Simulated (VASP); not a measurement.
Input of a VASP 6.6.1 run:

INCAR

```
PREC = Accurate
ENCUT = 520
EDIFF = 1E-6
ISMEAR = 0
SIGMA = 0.1
LREAL = F
LASPH = T
NELM = 80
ALGO = Normal
ISIF = 2
LWAVE = F
LCHARG = F
NBANDS = 12
```

File KPOINTS:

```
regular mesh
0
Gamma
  8 8 8
```

Contents of POSCAR:

```
Nb
1.0
   -1.6265870592      1.6265870592      1.6265870592
    1.6265870592     -1.6265870592      1.6265870592
    1.6265870592      1.6265870592     -1.6265870592
Nb
1
Direct
    0.0000000000      0.0000000000      0.0000000000
```

Potentials or basis: VASP PAW LDA potentials, release 64 (Nb_sv).

Command:

```sh
$ cat potpaw_LDA.64/Nb_sv/POTCAR > POTCAR
$ mpirun -np 1 vasp_std > vasp.out
```

Q: Estimate the pressure.

A: -0.1 GPa.
